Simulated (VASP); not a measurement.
# BN (P6_3mc) in VASP: notebook

BN is run at these levels: PBE, r2SCAN; tasks: single point.

All numbers are computed with VASP 6.6.1; they aren't measurements. Logs are shortened: lines on timing, memory, paths and dates and some standing lists are left out, and cuts for length are marked.

## 1. The cell of the first run

Symmetry: P6_3mc, No. 186, hexagonal system. Conventional cell: a = 2.646 Å, b = 2.646 Å, c = 4.190 Å, α = 90.00°, β = 90.00°, γ = 120.00°. B (site symmetry 3m) has 4 N at 1.57 to 1.62 Å within 2.1 Å. Within 2.1 Å of N (site symmetry 3m) lie 4 B at 1.57 to 1.62 Å.

## 2. Single point, PBE (epitaxial xy strain +4.0%)

Input file INCAR:

```
SYSTEM = BN
PREC = Accurate
ENCUT = 520
EDIFF = 1E-7
ISMEAR = -1
SIGMA = 0.02
LREAL = .FALSE.
LASPH = .TRUE.
NELM = 60
ALGO = Normal
ISIF = 2
LWAVE = .FALSE.
LCHARG = .FALSE.
GGA = PE
NBANDS = 16
```

Input file KPOINTS:

```
regular mesh
0
G
  12 12 6
  0 0 0
```

Input file POSCAR:

```
BN
1.0
    2.6457080014      0.0000000000      0.0000000000
   -1.3228540007      2.2912503402      0.0000000000
    0.0000000000      0.0000000000      4.1896410019
B N
2 2
Direct
    0.3333333333      0.6666666667      0.0003656847
    0.6666666667      0.3333333333      0.5003656847
    0.3333333333      0.6666666667      0.3746343153
    0.6666666667      0.3333333333      0.8746343153
```

Potentials or basis: VASP PAW PBE potentials, release 64 (B, N).

On the command line:

```console
$ cat potpaw_PBE.64/B/POTCAR potpaw_PBE.64/N/POTCAR > POTCAR
$ mpirun -np 1 vasp_std > vasp.out
```

OUTCAR:

```text
SYSTEM = BN
   PREC = Accurate
   ENCUT = 520
   EDIFF = 1E-7
   ISMEAR = -1
   LREAL = .FALSE.
   LASPH = .TRUE.
   NELM = 60
   ISIF = 2
   GGA = PE

 ion  position               nearest neighbor table
   1  0.333  0.667  0.000-   3 1.57   4 1.62   4 1.62   4 1.62
   2  0.667  0.333  0.500-   4 1.57   3 1.62   3 1.62   3 1.62
   3  0.333  0.667  0.375-   1 1.57   2 1.62   2 1.62   2 1.62
   4  0.667  0.333  0.875-   2 1.57   1 1.62   1 1.62   1 1.62

  LATTYP: Found a hexagonal cell.
 ALAT       =     2.6457080014
 C/A-ratio  =     1.5835613755

  Lattice vectors:

 A1 = (   2.6457080014,   0.0000000000,   0.0000000000)
 A2 = (  -1.3228540007,   2.2912503402,   0.0000000000)
 A3 = (   0.0000000000,   0.0000000000,   4.1896410019)

Analysis of symmetry for initial positions (statically):
=====================================================================
 Subroutine PRICEL returns:
 Original cell was already a primitive cell.

 Routine SETGRP: Setting up the symmetry group for a
 hexagonal supercell.

 Subroutine GETGRP returns: Found 12 space group operations
 (whereof  6 operations were pure point group operations)
 out of a pool of 24 trial point group operations.

The static configuration has the point symmetry C_3v.
 The point group associated with its full space group is C_6v.

Analysis of symmetry for dynamics (positions and initial velocities):
=====================================================================
 Subroutine PRICEL returns:
 Original cell was already a primitive cell.

 Routine SETGRP: Setting up the symmetry group for a
 hexagonal supercell.

 Subroutine GETGRP returns: Found 12 space group operations
 (whereof  6 operations were pure point group operations)
 out of a pool of 24 trial point group operations.

The dynamic configuration has the point symmetry C_3v.
 The point group associated with its full space group is C_6v.

 Subroutine INISYM returns: Found 12 space group operations
 (whereof  6 operations are pure point group operations),
 and found     1 'primitive' translations

----------------------------------------------------------------------------------------

                                     Primitive cell

  volume of cell :      25.3975

  direct lattice vectors                    reciprocal lattice vectors
     2.645708001  0.000000000  0.000000000     0.377970660  0.218221462  0.000000000
    -1.322854001  2.291250340  0.000000000     0.000000000  0.436442925  0.000000000
     0.000000000  0.000000000  4.189641002     0.000000000  0.000000000  0.238683935

  length of vectors
     2.645708001  2.645708001  4.189641002     0.436442925  0.436442925  0.238683935

  position of ions in fractional coordinates (direct lattice)
     0.333333333  0.666666667  0.000365685
     0.666666667  0.333333333  0.500365685
     0.333333333  0.666666667  0.374634315
     0.666666667  0.333333333  0.874634315

  ion indices of the primitive-cell ions
   primitive index   ion index
                 1           1
                 2           2
                 3           3
                 4           4

----------------------------------------------------------------------------------------

 KPOINTS: regular mesh

Automatic generation of k-mesh.
 Grid dimensions read from file:
 generate k-points for:   12   12    6

 Generating k-lattice:

  Cartesian coordinates                     Fractional coordinates (reciprocal lattice)
     0.031497555  0.018185122  0.000000000     0.083333333  0.000000000  0.000000000
     0.000000000  0.036370244  0.000000000     0.000000000  0.083333333  0.000000000
     0.000000000  0.000000000  0.039780656     0.000000000  0.000000000  0.166666667

  Length of vectors
     0.036370244  0.036370244  0.039780656

  Shift w.r.t. Gamma in fractional coordinates (k-lattice)
     0.000000000  0.000000000  0.000000000

 Subroutine IBZKPT returns following result:
 ===========================================

 Found     76 irreducible k-points:

 Following reciprocal coordinates:
            Coordinates               Weight
  0.000000  0.000000  0.000000      1.000000
  0.083333  0.000000  0.000000      6.000000
  0.166667  0.000000  0.000000      6.000000
  0.250000  0.000000  0.000000      6.000000
  0.333333  0.000000  0.000000      6.000000
  0.416667  0.000000  0.000000      6.000000
[... 16 lines left out ...]
  0.250000  0.000000  0.166667     12.000000
  0.333333  0.000000  0.166667     12.000000
 [... further k-points ...]
   k-points           NKPTS =     76   k-points in BZ     NKDIM =     76   number of bands    NBANDS=     16
   number of dos      NEDOS =    301   number of ions     NIONS =      4
   total plane-waves  NPLWV =  12800
   dimension x,y,z NGX =    20 NGY =   20 NGZ =   32
   dimension x,y,z NGXF=    40 NGYF=   40 NGZF=   64
   ions per type =               2   2
   NGX,Y,Z   is equivalent  to a cutoff of  12.57, 12.57, 12.70 a.u.
   NGXF,Y,Z  is equivalent  to a cutoff of  25.13, 25.13, 25.40 a.u.
 SYSTEM =  BN
   PREC   = accura    normal or accurate (medium, high low for compatibility)
   ISTART =      0    job   : 0-new  1-cont  2-samecut
   ICHARG =      2    charge: 1-file 2-atom 10-const
   ISPIN  =      1    spin polarized calculation?
   LNONCOLLINEAR =      F non collinear calculations
   LSORBIT =      F    spin-orbit coupling
   LASPH  =      T    aspherical Exc in radial PAW
   ENCUT  =  520.0 eV  38.22 Ry    6.18 a.u.   4.92  4.92  7.79*2*pi/ulx,y,z
   NELM   =     60;   NELMIN=  2; NELMDL= -5     # of ELM steps
   EDIFF  = 0.1E-06   stopping-criterion for ELM
   LREAL  =      F    real-space projection
   EDIFFG = 0.1E-05   stopping-criterion for IOM
   NSW    =      0    number of steps for IOM
   IBRION =     -1    ionic relax: 0-MD 1-quasi-New 2-CG
   NFREE  =      0    steps in history (QN), initial steepest desc. (CG)
   ISIF   =      2    stress and relaxation
   ISYM   =      2    0-nonsym 1-usesym 2-fastsym
   POTIM  = 0.5000    time-step for ionic-motion
   TEBEG  =    0.0;   TEEND  =   0.0 temperature during run
   PSTRESS=    0.0 pullay stress
   NELECT =      16.0000    total number of electrons
   NUPDOWN=      -1.0000    fix difference up-down
   EMIN   =  10.00;   EMAX   =-10.00  energy-range for DOS
   EFERMI =   0.00;   METHOD = LEGACY
   ISMEAR =    -1;   SIGMA  =   0.02  broadening in eV -4-tet -1-fermi 0-gaus
   EFERMI_NEDOS =   21; number of points for ismear=-14 and -15
   IALGO  =     38    algorithm
   IMIX   =      4    mixing-type and parameters
     AMIX     =   0.40;   BMIX     =  1.00
     AMIX_MAG =   1.60;   BMIX_MAG =  1.00
  volume/ion in A,a.u.               =       6.35        42.85
  Fermi-wavevector in a.u.,A,eV,Ry     =   1.403409  2.652059 26.797465  1.969558
  Thomas-Fermi vector in A             =   2.526074
   LORBIT       =      0    0 simple, 1 ext, 2 COOP (PROOUT), +10 PAW based schemes
   GGA     = PE    functional components
   LHFCALC =     F    Hartree Fock is set to
   AEXX    =    0.0000 exact exchange contribution
   IVDW    =     0    specifies the selected vdW correction
   LEPSILON=     F    determine dielectric tensor
   LRPA    =     F    only Hartree local field effects (RPA)
 non-spin polarized calculation
  energy-cutoff  :      520.00
  volume of cell :       25.40
 maximum number of plane-waves:       699
 NGX is ok and might be reduce to    20
   NGX =  9   NGY =  9   NGZ = 15

 number of electron      15.9999996 magnetization

 Free energy of the ion-electron system (eV)
  ---------------------------------------------------
  ext. energy  EPLUGINS =         0.00000000
  ---------------------------------------------------
  free energy    TOTEN  =       -34.65367430 eV

  energy without entropy =      -34.65367430  energy(sigma->0) =      -34.65367430

 E-fermi :   7.1103     XC(G=0): -12.4542

 val. band max:        6.6738977057   @ k =   0.0000   0.0000   0.0000
 cond. band min:      12.0691095812   @ k =   0.3333   0.3333   0.0000
 fundamental gap:      5.3952118755
 Fermi energy:         7.1103090489

 k-point     1 :       0.0000    0.0000    0.0000
  band No.  band energies     occupation
      1     -12.9184      2.00000
      2      -8.7341      2.00000
      3      -3.4872      2.00000
      4       4.3807      2.00000
      5       4.3807      2.00000
      6       6.4731      2.00000
[... 8 lines left out ...]
     15      18.0024      0.00000
     16      22.5170      0.00000

 k-point     2 :       0.0833    0.0000    0.0000
  band No.  band energies     occupation
      1     -12.7807      2.00000
      2      -8.6366      2.00000
      3      -3.3518      2.00000
      4       3.7371      2.00000
      5       4.1286      2.00000
      6       6.0970      2.00000
[... 8 lines left out ...]
     15      18.3964      0.00000
     16      22.3019      0.00000

 k-point     3 :       0.1667    0.0000    0.0000
  band No.  band energies     occupation
      1     -12.3730      2.00000
      2      -8.3625      2.00000
      3      -2.9512      2.00000
      4       2.2103      2.00000
      5       3.5337      2.00000
      6       4.8059      2.00000
[... 8 lines left out ...]
     15      19.4271      0.00000
     16      21.6420      0.00000

 k-point     4 :       0.2500    0.0000    0.0000
  band No.  band energies     occupation
      1     -11.7129      2.00000
      2      -7.9801      2.00000
      3      -2.3053      2.00000
      4       0.4379      2.00000
      5       2.8644      2.00000
      6       3.1977      2.00000
[... 8 lines left out ...]
     15      20.7722      0.00000
     16      21.3524      0.00000
[... 324 lines left out ...]
 k-point    22 :       0.1667    0.0000    0.1667
  band No.  band energies     occupation
      1     -12.2091      2.00000
      2      -8.8909      2.00000
      3      -2.1824      2.00000
      4       2.3729      2.00000
      5       3.6722      2.00000
      6       4.2979      2.00000
[... 8 lines left out ...]
     15      19.1021      0.00000
     16      21.6089      0.00000

 k-point    23 :       0.2500    0.0000    0.1667
  band No.  band energies     occupation
      1     -11.5546      2.00000
      2      -8.4405      2.00000
      3      -1.7280      2.00000
      4       0.7084      2.00000
      5       2.6928      2.00000
      6       3.0102      2.00000
[... 8 lines left out ...]
     15      20.4379      0.00000
     16      21.5115      0.00000

 k-point    24 :       0.3333    0.0000    0.1667
  band No.  band energies     occupation
      1     -10.6961      2.00000
      2      -7.9936      2.00000
      3      -1.7439      2.00000
      4      -0.1496      2.00000
      5       1.1001      2.00000
      6       2.4496      2.00000
[... 8 lines left out ...]
     15      21.7262      0.00000
     16      22.0934      0.00000

 [... further k-points ...]

------------------------ aborting loop because EDIFF is reached ----------------------------------------

  FORCE on cell =-STRESS in cart. coord.  units (eV):
  Direction    XX          YY          ZZ          XY          YZ          ZX
  --------------------------------------------------------------------------------------
  -------------------------------------------------------------------------------------
  Total       -4.9728784     -4.9728784      0.6967770      0.0000000      0.0000000      0.0000000
  in kB     -313.7091283   -313.7091283     43.9554893      0.0000000      0.0000000      0.0000000
  external PRESSURE =    -194.4875891 kB  Pullay stress =       0.0000000 kB

 VOLUME and BASIS-vectors are now :
 -----------------------------------------------------------------------------
  energy-cutoff  :      520.00
  volume of cell :       25.40
      direct lattice vectors                 reciprocal lattice vectors
     2.645708001  0.000000000  0.000000000     0.377970660  0.218221462  0.000000000
    -1.322854001  2.291250340  0.000000000     0.000000000  0.436442925  0.000000000
     0.000000000  0.000000000  4.189641002     0.000000000  0.000000000  0.238683935

 POSITION                                       TOTAL-FORCE (eV/Angst)
 -----------------------------------------------------------------------------------
     -0.00000      1.52750      0.00153        -0.000000      0.000000     -0.057936
      1.32285      0.76375      2.09635         0.000000      0.000000     -0.057936
     -0.00000      1.52750      1.56958        -0.000000     -0.000000      0.057936
      1.32285      0.76375      3.66440         0.000000      0.000000      0.057936
 -----------------------------------------------------------------------------------
    total drift:                                0.000000      0.000000      0.000002

  FREE ENERGIE OF THE ION-ELECTRON SYSTEM (eV)
  ---------------------------------------------------
  free  energy   TOTEN  =       -34.6536743050 eV

  energy  without entropy=      -34.6536743050  energy(sigma->0) =      -34.65367430
```

Wall time 17 s (1 thread of Intel Xeon 6975P-C, shared host); peak memory 0.15 GiB.

What came out:

* Free energy: -34.6537 eV
* Pressure: -19.4 GPa
* Largest force: 0.058 eV/Å
* Band gap on the k mesh: 5.40 eV, indirect (least direct gap 7.58 eV)

Forces on the atoms (eV/Å):
```
B    0.000  0.000 -0.058
B    0.000  0.000 -0.058
N    0.000  0.000  0.058
N    0.000  0.000  0.058
```

Stress tensor (GPa, compression positive):
```
-31.37   0.00   0.00
  0.00 -31.37   0.00
  0.00   0.00   4.40
```

Caveat: the cell differs from its parent crystal (epitaxial xy strain +4.0%). A k mesh can miss the band edges.

(Continued in part 2 of 3.)
